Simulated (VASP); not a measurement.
Input of a VASP 6.6.1 run:

The input INCAR:

```
ALGO     = Normal         # electronic algorithm
EDIFF    = 1E-6           # SCF threshold, eV
ENCUT    = 520            # plane-wave cutoff, eV
GGA      = PE             # functional
ISIF     = 2              # what is computed and relaxed
ISMEAR   = 0              # smearing method
ISPIN    = 2              # spin polarisation
LASPH    = T              # aspherical terms in the spheres
LCHARG   = F              # write CHGCAR
LMAXMIX  = 4              # l up to which the mixer works
LORBIT   = 11             # projections on sites
LREAL    = F              # projectors in reciprocal space
LWAVE    = F              # write WAVECAR
MAGMOM   = -0.11 -0.11 -0.11 3.36 -0.06 -0.06 # initial moments
NBANDS   = 36             # bands
NELM     = 150            # most SCF steps
PREC     = Accurate       # precision mode
SIGMA    = 0.1            # smearing width, eV
```

The input KPOINTS:

```
k-points
0
Gamma
  6 6 4
```

Contents of POSCAR:

```
Te3WCl2
1.0
    5.2120599500      0.0000000000      0.0000000000
   -2.6060299800      4.5137763300      0.0000000000
    0.0000000000      0.0000000000      7.2598832500
Te W Cl
3 1 2
Direct
    0.5000000000      0.0000000000      0.0000000000
    0.0000000000      0.5000000000      0.0000000000
    0.5000000000      0.5000000000      0.0000000000
    0.0000000000      0.0000000000      0.5000000000
    0.3333333300      0.6666666700      0.5000000000
    0.6666666700      0.3333333300      0.5000000000
```

Potentials or basis: VASP PAW PBE potentials, release 64 (Te, W_sv, Cl).

The run is started by

```console
$ cat potpaw_PBE.64/Te/POTCAR potpaw_PBE.64/W_sv/POTCAR potpaw_PBE.64/Cl/POTCAR > POTCAR
$ mpirun -np 1 vasp_std > vasp.out
```

Question: Predict the site moments.

Answer: Te -0.12; W +3.04; Cl -0.06 μB.

Question: Predict the net moment.

Answer: 3.21 μB per cell.

Stress tensor (GPa, compression positive):
```
22.29  0.00  0.00
 0.00 22.29  0.00
 0.00  0.00  0.62
```
